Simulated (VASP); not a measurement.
# ScAl3 in VASP: further runs, part 2 of 2

VASP 6.6.1.

**4. Single point, PBE**

This run uses another cell than the first one, of 17.08 Å³/atom, 0.943 times its volume.

INCAR reads:

```
ALGO = Normal
EDIFF = 1E-7
ENCUT = 520
GGA = PE
ISIF = 2
ISMEAR = 0
LASPH = T
LCHARG = F
LREAL = F
LWAVE = F
NBANDS = 18
NELM = 80
PREC = Accurate
SIGMA = 0.014
```

KPOINTS reads:

```
k-points
0
Gamma
  7 7 7
```

POSCAR reads:

```
ScAl3
1.0
    4.0878065700      0.0000000000      0.0000000000
    0.0000000000      4.0878065700      0.0000000000
    0.0000000000      0.0000000000      4.0878065700
Sc Al
1 3
Direct
    0.0000000000      0.0000000000      0.0000000000
    0.5000000000      0.5000000000      0.0000000000
    0.0000000000      0.5000000000      0.5000000000
    0.5000000000      0.0000000000      0.5000000000
```

Potentials or basis: VASP PAW PBE potentials, release 64 (Sc_sv, Al).

Launch:

```console
$ cat potpaw_PBE.64/Sc_sv/POTCAR potpaw_PBE.64/Al/POTCAR > POTCAR
$ mpirun -np 1 vasp_std > vasp.out
```

OUTCAR:

```text
EDIFF = 1E-7
   ENCUT = 520
   GGA = PE
   ISIF = 2
   ISMEAR = 0
   LASPH = T
   LREAL = F
   NELM = 80
   PREC = Accurate

 ion  position               nearest neighbor table
   1  0.000  0.000  0.000-   2 2.89   3 2.89   4 2.89   3 2.89   4 2.89   2 2.89   3 2.89   3 2.89
                             2 2.89   4 2.89   4 2.89   2 2.89
   2  0.500  0.500  0.000-   1 2.89   3 2.89   4 2.89   3 2.89   4 2.89   1 2.89   4 2.89   4 2.89
[... 618 lines left out ...]
  Direction    XX          YY          ZZ          XY          YZ          ZX
  --------------------------------------------------------------------------------------
  -------------------------------------------------------------------------------------
  Total        0.4869358      0.4869358      0.4869358     -0.0000000     -0.0000000      0.0000000
  in kB       11.4211885     11.4211885     11.4211885     -0.0000000     -0.0000000      0.0000000
  external PRESSURE =      11.4211885 kB  Pullay stress =       0.0000000 kB

 VOLUME and BASIS-vectors are now :
 -----------------------------------------------------------------------------
  energy-cutoff  :      520.00
  volume of cell :       68.31
      direct lattice vectors                 reciprocal lattice vectors
     4.087806570  0.000000000  0.000000000     0.244629970  0.000000000  0.000000000
     0.000000000  4.087806570  0.000000000     0.000000000  0.244629970  0.000000000
     0.000000000  0.000000000  4.087806570     0.000000000  0.000000000  0.244629970

 POSITION                                       TOTAL-FORCE (eV/Angst)
 -----------------------------------------------------------------------------------
      0.00000      0.00000      0.00000         0.000000      0.000000      0.000000
      2.04390      2.04390      0.00000         0.000000      0.000000      0.000000
      0.00000      2.04390      2.04390         0.000000      0.000000      0.000000
      2.04390      0.00000      2.04390         0.000000      0.000000      0.000000
 -----------------------------------------------------------------------------------
    total drift:                                0.000000     -0.000000      0.000000

  FREE ENERGIE OF THE ION-ELECTRON SYSTEM (eV)
  ---------------------------------------------------
  free  energy   TOTEN  =       -19.2940192402 eV

  energy  without entropy=      -19.2934497540  energy(sigma->0) =      -19.29373450
```

It took 12 s on 1 thread of Intel Xeon 6975P-C (Granite Rapids), shared host; peak memory 0.17 GiB.

What came out:

- Free energy: -19.2940 eV
- Pressure: 1.1 GPa
- Band gap on the k mesh: zero (band 10 reaches 8.28 eV, above the bottom of band 11 at 4.60 eV)

**5. Single point, PBE**

This run uses another cell than the first one, of 17.08 Å³/atom, 0.943 times its volume.

INCAR reads:

```
PREC = Accurate
ENCUT = 520
EDIFF = 1E-6
ISMEAR = 0
SIGMA = 0.02
LREAL = False
LASPH = True
NELM = 100
ALGO = Normal
ISIF = 2
LWAVE = False
LCHARG = False
GGA = PE
NBANDS = 18
```

KPOINTS reads:

```
Automatic mesh
0
Gamma
  7 7 7
```

POSCAR is that of step 4.

Launch:

```console
$ cat potpaw_PBE.64/Sc_sv/POTCAR potpaw_PBE.64/Al/POTCAR > POTCAR
$ mpirun -np 1 vasp_std > vasp.out
```

Wall time 10 s (1 thread of Intel Xeon 6975P-C (Granite Rapids), shared host); peak memory 0.17 GiB.

The run converged. Its results:

```
Free energy            : -19.2943 eV
Pressure               : 1.1 GPa
Band gap on the k mesh : zero (band 10 reaches 8.28 eV, above the bottom of band 11 at 4.60 eV)
```

Levels at points of the mesh, in eV from the Fermi level:
```csv
k point,band 7,band 8,band 9,band 10,band 11,band 12,band 13,band 14
"(0.00, 0.00, 0.00)",-2.47,-1.66,-1.66,-1.66,1.42,1.46,1.46,1.46
```

**6. Single point, PBE**

This run uses another cell than the first one, of 17.08 Å³/atom, 0.943 times its volume.

INCAR reads:

```
SYSTEM = ScAl3
PREC     = Accurate       ! precision mode
ENCUT    = 520            ! plane-wave cutoff, eV
EDIFF    = 1E-7           ! SCF threshold, eV
ISMEAR   = 0              ! smearing method
SIGMA    = 0.020999999999999998 ! smearing width, eV
LREAL    = .False.        ! projectors in reciprocal space
LASPH    = .True.         ! aspherical terms in the spheres
NELM     = 100            ! most SCF steps
ALGO     = Normal         ! electronic algorithm
ISIF     = 2              ! what is computed and relaxed
LWAVE    = .False.        ! write WAVECAR
LCHARG   = .False.        ! write CHGCAR
GGA      = PE             ! functional
NBANDS   = 18             ! bands
```

KPOINTS reads:

```
Automatic mesh
0
Gamma
  7 7 7
  0 0 0
```

POSCAR is that of step 5.

Potentials or basis: VASP PAW PBE potentials, release 64 (Sc_sv, Al).

Launch:

```console
$ cat potpaw_PBE.64/Sc_sv/POTCAR potpaw_PBE.64/Al/POTCAR > POTCAR
$ mpirun -np 1 vasp_std > vasp.out
```

OUTCAR:

```text
SYSTEM = ScAl3
   PREC = Accurate
   ENCUT = 520
   EDIFF = 1E-7
   ISMEAR = 0
   LREAL = .False.
   LASPH = .True.
   NELM = 100
   ISIF = 2
   GGA = PE

 ion  position               nearest neighbor table
   1  0.000  0.000  0.000-   2 2.89   3 2.89   4 2.89   3 2.89   4 2.89   2 2.89   3 2.89   3 2.89
                             2 2.89   4 2.89   4 2.89   2 2.89
   2  0.500  0.500  0.000-   1 2.89   3 2.89   4 2.89   3 2.89   4 2.89   1 2.89   4 2.89   4 2.89
                             1 2.89   3 2.89   3 2.89   1 2.89
   3  0.000  0.500  0.500-   1 2.89   2 2.89   4 2.89   1 2.89   2 2.89   1 2.89   4 2.89   1 2.89
                             2 2.89   4 2.89   2 2.89   4 2.89
   4  0.500  0.000  0.500-   1 2.89   2 2.89   3 2.89   1 2.89   2 2.89   2 2.89   3 2.89   2 2.89
[... 617 lines left out ...]
  Total        0.4877232      0.4877232      0.4877232     -0.0000000      0.0000000     -0.0000000
  in kB       11.4396564     11.4396564     11.4396564     -0.0000000      0.0000000     -0.0000000
  external PRESSURE =      11.4396564 kB  Pullay stress =       0.0000000 kB

 VOLUME and BASIS-vectors are now :
 -----------------------------------------------------------------------------
  energy-cutoff  :      520.00
  volume of cell :       68.31
      direct lattice vectors                 reciprocal lattice vectors
     4.087806570  0.000000000  0.000000000     0.244629970  0.000000000  0.000000000
     0.000000000  4.087806570  0.000000000     0.000000000  0.244629970  0.000000000
     0.000000000  0.000000000  4.087806570     0.000000000  0.000000000  0.244629970

 POSITION                                       TOTAL-FORCE (eV/Angst)
 -----------------------------------------------------------------------------------
      0.00000      0.00000      0.00000         0.000000      0.000000      0.000000
      2.04390      2.04390      0.00000         0.000000      0.000000      0.000000
      0.00000      2.04390      2.04390         0.000000      0.000000      0.000000
      2.04390      0.00000      2.04390         0.000000      0.000000      0.000000
 -----------------------------------------------------------------------------------
    total drift:                                0.000000     -0.000000      0.000000

  FREE ENERGIE OF THE ION-ELECTRON SYSTEM (eV)
  ---------------------------------------------------
  free  energy   TOTEN  =       -19.2943215951 eV

  energy  without entropy=      -19.2933665903  energy(sigma->0) =      -19.29384409
```

stdout:

```text
POSCAR found type information on POSCAR ScAl
 POSCAR found :  2 types and       4 ions
 scaLAPACK will be used
 LDA part: xc-table for (Slater+PW92), standard interpolation
 POSCAR, INCAR and KPOINTS ok, starting setup
 FFT: planning ... GRIDC
 FFT: planning ... GRID_SOFT
 FFT: planning ... GRID
 WAVECAR not read
 entering main loop
```

Wall time 11 s (1 thread of Intel Xeon 6975P-C (Granite Rapids), shared host); peak memory 0.17 GiB.

What came out:

| Item | Value |
| --- | --- |
| Free energy | -19.2943 eV |
| Pressure | 1.1 GPa |
| Band gap on the k mesh | zero (band 10 reaches 8.28 eV, above the bottom of band 11 at 4.60 eV) |

Levels at points of the mesh, in eV from the Fermi level:
```csv
k point,band 8,band 9,band 10,band 11,band 12,band 13
"(0.00, 0.00, 0.00)",-1.66,-1.66,-1.66,1.42,1.46,1.46
```

**7. Overview**

| cell | smearing | gap on the mesh (eV) | pressure (GPa) |
| --- | --- | --- | --- |
| a = 4.168 Å, 4 atoms | fermi-dirac 0.05 eV | none | -3.6 |
| a = 4.088 Å, 4 atoms | fermi-dirac 0.05 eV | none | 1.3 |
| a = 4.088 Å, 4 atoms | gaussian 0.014 eV | none | 1.1 |
| a = 4.088 Å, 4 atoms | gaussian 0.02 eV | none | 1.1 |
| a = 4.088 Å, 4 atoms | gaussian 0.021 eV | none | 1.1 |

Some of these runs hold the atoms at other places in the same cell, which the table doesn't show; runs alike in all that it shows share one row.

Alike in all rows: task single point; level PBE; potentials or basis VASP PAW PBE potentials, release 64 (Sc_sv, Al); no spin polarisation; k mesh 7 × 7 × 7; cutoff (eV) 520.

Total energies depend on the potentials used, so only differences within one code and one set of settings carry meaning.
